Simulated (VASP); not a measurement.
# Ba (Cmmm) in VASP: further runs

Runs on Ba. Level: PBEsol. Tasks: single point.

Program: VASP 6.6.1. These are calculated values, not measurements. Logs are shortened: lines on timing, memory, paths and dates and some standing lists are left out, and cuts for length are marked.

## Step 1: The cell of the first run

Symmetry: Cmmm, No. 65, orthorhombic system. The conventional cell has a = 3.847 Å, b = 7.182 Å, c = 5.888 Å, α = 90.00°, β = 90.00°, γ = 90.00°. Within 5.1 Å of Ba (site symmetry mmm) lie 6 Ba at 3.85 to 4.07 Å.

## Step 2: Single point, PBEsol

Contents of INCAR:

```
SYSTEM = Ba
ALGO     = Fast           ! electronic algorithm
EDIFF    = 1E-6           ! SCF threshold, eV
ENCUT    = 520            ! plane-wave cutoff, eV
GGA      = PS             ! functional
ISIF     = 2              ! what is computed and relaxed
ISMEAR   = 0              ! smearing method
LASPH    = .TRUE.         ! aspherical terms in the spheres
LCHARG   = .FALSE.        ! write CHGCAR
LREAL    = .FALSE.        ! projectors in reciprocal space
LWAVE    = .FALSE.        ! write WAVECAR
NBANDS   = 11             ! bands
NELM     = 100            ! most SCF steps
PREC     = Accurate       ! precision mode
SIGMA    = 0.15           ! smearing width, eV
```

Contents of KPOINTS:

```
k-points
0
G
  16 16 10
  0 0 0
```

Contents of POSCAR:

```
Ba
1.0
    1.9234622270     -3.5911187358      0.0000000000
    1.9234622270      3.5911187358      0.0000000000
    0.0000000000      0.0000000000      5.8884508586
Ba
1
Direct
    0.0000000000      0.0000000000      0.0000000000
```

Potentials or basis: VASP PAW PBE potentials, release 64 (Ba_sv).

The run is started by

```bash
$ cat potpaw_PBE.64/Ba_sv/POTCAR > POTCAR
$ mpirun -np 1 vasp_std > vasp.out
```

OUTCAR:

```text
SYSTEM = Ba
   EDIFF = 1E-6
   ENCUT = 520
   GGA = PS
   ISIF = 2
   ISMEAR = 0
   LASPH = .TRUE.
   LREAL = .FALSE.
   NELM = 100
   PREC = Accurate

 ion  position               nearest neighbor table
   1  0.000  0.000  0.000-

  LATTYP: Found a base centered orthorhombic cell.
 ALAT       =     3.8469244540
 B/A-ratio  =     1.8670076726
 C/A-ratio  =     1.5306905371

  Lattice vectors:

 A1 = (   1.9234622270,  -3.5911187358,   0.0000000000)
 A2 = (   1.9234622270,   3.5911187358,   0.0000000000)
 A3 = (   0.0000000000,   0.0000000000,   5.8884508586)

Analysis of symmetry for initial positions (statically):
=====================================================================
 Subroutine PRICEL returns:
 Original cell was already a primitive cell.

 Routine SETGRP: Setting up the symmetry group for a
 base centered orthorhombic supercell.

 Subroutine GETGRP returns: Found  8 space group operations
 (whereof  8 operations were pure point group operations)
 out of a pool of  8 trial point group operations.

The static configuration has the point symmetry D_2h.

Analysis of symmetry for dynamics (positions and initial velocities):
=====================================================================
 Subroutine PRICEL returns:
 Original cell was already a primitive cell.

 Routine SETGRP: Setting up the symmetry group for a
 base centered orthorhombic supercell.

 Subroutine GETGRP returns: Found  8 space group operations
 (whereof  8 operations were pure point group operations)
 out of a pool of  8 trial point group operations.

The dynamic configuration has the point symmetry D_2h.

 Subroutine INISYM returns: Found  8 space group operations
 (whereof  8 operations are pure point group operations),
 and found     1 'primitive' translations

----------------------------------------------------------------------------------------

                                     Primitive cell

  volume of cell :      81.3475

  direct lattice vectors                    reciprocal lattice vectors
     1.923462227 -3.591118736  0.000000000     0.259947917 -0.139232378  0.000000000
     1.923462227  3.591118736  0.000000000     0.259947917  0.139232378  0.000000000
     0.000000000  0.000000000  5.888450859     0.000000000  0.000000000  0.169823953

  length of vectors
     4.073799297  4.073799297  5.888450859     0.294887393  0.294887393  0.169823953

  position of ions in fractional coordinates (direct lattice)
     0.000000000  0.000000000  0.000000000

  ion indices of the primitive-cell ions
   primitive index   ion index
                 1           1

----------------------------------------------------------------------------------------

 KPOINTS: k-points

Automatic generation of k-mesh.
 Grid dimensions read from file:
 generate k-points for:   16   16   10

 Generating k-lattice:

  Cartesian coordinates                     Fractional coordinates (reciprocal lattice)
     0.016246745 -0.008702024  0.000000000     0.062500000  0.000000000  0.000000000
     0.016246745  0.008702024  0.000000000     0.000000000  0.062500000  0.000000000
     0.000000000  0.000000000  0.016982395     0.000000000  0.000000000  0.100000000

  Length of vectors
     0.018430462  0.018430462  0.016982395

  Shift w.r.t. Gamma in fractional coordinates (k-lattice)
     0.000000000  0.000000000  0.000000000

 Subroutine IBZKPT returns following result:
 ===========================================

 Found    438 irreducible k-points:

 Following reciprocal coordinates:
            Coordinates               Weight
  0.000000  0.000000  0.000000      1.000000
  0.062500  0.000000  0.000000      4.000000
  0.125000  0.000000  0.000000      4.000000
  0.187500  0.000000  0.000000      4.000000
  0.250000  0.000000  0.000000      4.000000
  0.312500  0.000000  0.000000      4.000000
[... 16 lines left out ...]
 -0.125000  0.062500  0.000000      4.000000
 -0.062500  0.062500  0.000000      2.000000
 [... further k-points ...]
   k-points           NKPTS =    438   k-points in BZ     NKDIM =    438   number of bands    NBANDS=     11
   number of dos      NEDOS =    301   number of ions     NIONS =      1
   total plane-waves  NPLWV =  43200
   dimension x,y,z NGX =    30 NGY =   30 NGZ =   48
   dimension x,y,z NGXF=    60 NGYF=   60 NGZF=   96
   ions per type =               1
   NGX,Y,Z   is equivalent  to a cutoff of  12.24, 12.24, 13.55 a.u.
   NGXF,Y,Z  is equivalent  to a cutoff of  24.49, 24.49, 27.10 a.u.
 SYSTEM =  Ba
   PREC   = accura    normal or accurate (medium, high low for compatibility)
   ISTART =      0    job   : 0-new  1-cont  2-samecut
   ICHARG =      2    charge: 1-file 2-atom 10-const
   ISPIN  =      1    spin polarized calculation?
   LNONCOLLINEAR =      F non collinear calculations
   LSORBIT =      F    spin-orbit coupling
   LASPH  =      T    aspherical Exc in radial PAW
   ENCUT  =  520.0 eV  38.22 Ry    6.18 a.u.   7.57  7.57 10.95*2*pi/ulx,y,z
   NELM   =    100;   NELMIN=  2; NELMDL= -5     # of ELM steps
   EDIFF  = 0.1E-05   stopping-criterion for ELM
   LREAL  =      F    real-space projection
   EDIFFG = 0.1E-04   stopping-criterion for IOM
   NSW    =      0    number of steps for IOM
   IBRION =     -1    ionic relax: 0-MD 1-quasi-New 2-CG
   NFREE  =      0    steps in history (QN), initial steepest desc. (CG)
   ISIF   =      2    stress and relaxation
   ISYM   =      2    0-nonsym 1-usesym 2-fastsym
   POTIM  = 0.5000    time-step for ionic-motion
   TEBEG  =    0.0;   TEEND  =   0.0 temperature during run
   PSTRESS=    0.0 pullay stress
   NELECT =      10.0000    total number of electrons
   NUPDOWN=      -1.0000    fix difference up-down
   EMIN   =  10.00;   EMAX   =-10.00  energy-range for DOS
   EFERMI =   0.00;   METHOD = LEGACY
   ISMEAR =     0;   SIGMA  =   0.15  broadening in eV -4-tet -1-fermi 0-gaus
   EFERMI_NEDOS =   21; number of points for ismear=-14 and -15
   IALGO  =     68    algorithm
   IMIX   =      4    mixing-type and parameters
     AMIX     =   0.40;   BMIX     =  1.00
     AMIX_MAG =   1.60;   BMIX_MAG =  1.00
  volume/ion in A,a.u.               =      81.35       548.96
  Fermi-wavevector in a.u.,A,eV,Ry     =   0.814004  1.538245  9.015260  0.662603
  Thomas-Fermi vector in A             =   1.923832
   LORBIT       =      0    0 simple, 1 ext, 2 COOP (PROOUT), +10 PAW based schemes
   GGA     = PS    functional components
   LHFCALC =     F    Hartree Fock is set to
   AEXX    =    0.0000 exact exchange contribution
   IVDW    =     0    specifies the selected vdW correction
   LEPSILON=     F    determine dielectric tensor
   LRPA    =     F    only Hartree local field effects (RPA)
 non-spin polarized calculation
 RMM-DIIS sequential band-by-band and
 Gauss-broadening in eV      SIGMA  =   0.15
  energy-cutoff  :      520.00
  volume of cell :       81.35
 maximum number of plane-waves:      2216
   NGX = 15   NGY = 15   NGZ = 21

 number of electron      10.0000000 magnetization

 Free energy of the ion-electron system (eV)
  ---------------------------------------------------
  ext. energy  EPLUGINS =         0.00000000
  ---------------------------------------------------
  free energy    TOTEN  =        -1.48973882 eV

  energy without entropy =       -1.45499265  energy(sigma->0) =       -1.47236574

 E-fermi :   0.6232     XC(G=0):  -6.4874

 val. band max:        0.6229172774   @ k =   0.3750   0.1875   0.3000
 cond. band min:       0.6267348092   @ k =   0.5000   0.0000   0.3000
 fundamental gap:      0.0038175317
 Fermi energy:         0.6231647469

 k-point     1 :       0.0000    0.0000    0.0000
  band No.  band energies     occupation
      1     -28.4576      2.00000
      2     -13.7106      2.00000
      3     -13.1637      2.00000
      4     -13.0654      2.00000
      5      -1.7128      2.00000
      6       0.5458      1.53419
      7       2.1181      0.00000
      8       3.1362      0.00000
      9       3.4824      0.00000
     10       4.7515      0.00000
     11       5.0898      0.00000

 k-point     2 :       0.0625    0.0000    0.0000
  band No.  band energies     occupation
      1     -28.4530      2.00000
      2     -13.7044      2.00000
      3     -13.1780      2.00000
      4     -13.1046      2.00000
      5      -1.6208      2.00000
      6       0.6109      1.09184
      7       2.1681      0.00000
      8       3.0131      0.00000
      9       3.2705      0.00000
     10       4.7562      0.00000
     11       5.2530      0.00000

 k-point     3 :       0.1250    0.0000    0.0000
  band No.  band energies     occupation
      1     -28.4400      2.00000
      2     -13.6866      2.00000
      3     -13.2578      2.00000
      4     -13.1741      2.00000
      5      -1.3624      2.00000
      6       0.7974      0.10039
      7       2.1832      0.00000
      8       2.8374      0.00000
      9       2.9014      0.00000
     10       4.6570      0.00000
     11       5.6593      0.00000

 k-point     4 :       0.1875    0.0000    0.0000
  band No.  band energies     occupation
      1     -28.4205      2.00000
      2     -13.6599      2.00000
      3     -13.4285      2.00000
      4     -13.2194      2.00000
      5      -0.9870      2.00000
      6       1.0431      0.00008
      7       2.0028      0.00000
      8       2.3734      0.00000
      9       3.2019      0.00000
     10       4.4909      0.00000
     11       6.0885      0.00000
[... 239 lines left out ...]
 k-point    22 :      -0.1875    0.0625    0.0000
  band No.  band energies     occupation
      1     -28.4317      2.00000
      2     -13.6744      2.00000
      3     -13.3510      2.00000
      4     -13.1855      2.00000
      5      -1.1483      2.00000
      6       0.9522      0.00192
      7       1.8703      0.00000
      8       2.5562      0.00000
      9       3.3326      0.00000
     10       4.5477      0.00000
     11       5.9523      0.00000

 k-point    23 :      -0.1250    0.0625    0.0000
  band No.  band energies     occupation
      1     -28.4470      2.00000
      2     -13.6955      2.00000
      3     -13.2503      2.00000
      4     -13.1104      2.00000
      5      -1.4648      2.00000
      6       0.7183      0.36965
      7       1.9810      0.00000
      8       2.9557      0.00000
      9       3.2282      0.00000
     10       4.8048      0.00000
     11       5.4495      0.00000

 k-point    24 :      -0.0625    0.0625    0.0000
  band No.  band energies     occupation
      1     -28.4544      2.00000
      2     -13.7059      2.00000
      3     -13.1987      2.00000
      4     -13.0714      2.00000
      5      -1.6317      2.00000
      6       0.6001      1.17222
      7       2.0396      0.00000
      8       3.2132      0.00000
      9       3.2570      0.00000
     10       4.9710      0.00000
     11       5.0598      0.00000

 [... further k-points ...]

------------------------ aborting loop because EDIFF is reached ----------------------------------------

  FORCE on cell =-STRESS in cart. coord.  units (eV):
  Direction    XX          YY          ZZ          XY          YZ          ZX
  --------------------------------------------------------------------------------------
  -------------------------------------------------------------------------------------
  Total        1.2429776      0.4996084     -1.1148391      0.0000000      0.0000000      0.0000000
  in kB       24.4810145      9.8400162    -21.9572682      0.0000000      0.0000000      0.0000000
  external PRESSURE =       4.1212542 kB  Pullay stress =       0.0000000 kB

 VOLUME and BASIS-vectors are now :
 -----------------------------------------------------------------------------
  energy-cutoff  :      520.00
  volume of cell :       81.35
      direct lattice vectors                 reciprocal lattice vectors
     1.923462227 -3.591118736  0.000000000     0.259947917 -0.139232378  0.000000000
     1.923462227  3.591118736  0.000000000     0.259947917  0.139232378  0.000000000
     0.000000000  0.000000000  5.888450859     0.000000000  0.000000000  0.169823953

 POSITION                                       TOTAL-FORCE (eV/Angst)
 -----------------------------------------------------------------------------------
      0.00000      0.00000      0.00000         0.000000      0.000000      0.000000
 -----------------------------------------------------------------------------------
    total drift:                                0.000000      0.000000      0.000000

  FREE ENERGIE OF THE ION-ELECTRON SYSTEM (eV)
  ---------------------------------------------------
  free  energy   TOTEN  =        -1.4897388202 eV

  energy  without entropy=       -1.4549926519  energy(sigma->0) =       -1.47236574
```

Run time: 2.5 min. Hardware: 1 thread of Intel Xeon 6975P-C (Granite Rapids), shared host; peak memory 0.5 GiB.

Results:

* Free energy: -1.4897 eV
* Pressure: 0.4 GPa
* Band gap on the k mesh: zero (bands 5 and 6 overlap by 0.98 eV)

Stress tensor (GPa, compression positive):
```
 2.45  0.00  0.00
 0.00  0.98  0.00
 0.00  0.00 -2.20
```

Caveat: the PAW data sets were made with another functional, which shifts forces and pressure a little; spin-orbit coupling is left out, which moves the levels of the heavy elements.

(Continued in part 2 of 2.)
